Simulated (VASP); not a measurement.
A run of VASP 6.6.1:

The input INCAR:

```
PREC = Accurate ; ENCUT = 600
EDIFF = 1E-6 ; ISMEAR = 0
SIGMA = 0.01 ; LREAL = F
LASPH = T ; NELM = 120
ALGO = Normal ; ISIF = 2
LWAVE = F ; LCHARG = F
GGA = PE ; NBANDS = 11
GGA_COMPAT = F
```

KPOINTS

```
regular mesh
0
Gamma
  10 10 10
```

File POSCAR:

```
BN
1.0
    0.0000000000      1.6780271951      1.6780271951
    1.6780271951      0.0000000000      1.6780271951
    1.6780271951      1.6780271951      0.0000000000
B N
1 1
Direct
    0.0000000000      0.0000000000      0.0000000000
    0.2500000000      0.2500000000      0.2500000000
```

Potentials or basis: VASP PAW PBE potentials, release 64 (B, N).

Launch:

```bash
$ cat potpaw_PBE.64/B/POTCAR potpaw_PBE.64/N/POTCAR > POTCAR
$ mpirun -np 1 vasp_std > vasp.out
```

Hardware: 1 thread of Intel(R) Xeon(R) Platinum 8488C (Sapphire Rapids) (shared host).

How long does it take, and how much memory?

Wall time 4.7 s on 1 thread of Intel(R) Xeon(R) Platinum 8488C (Sapphire Rapids) (shared host), peak memory 0.12 GiB. Counts: scf iterations 12, k points 47.
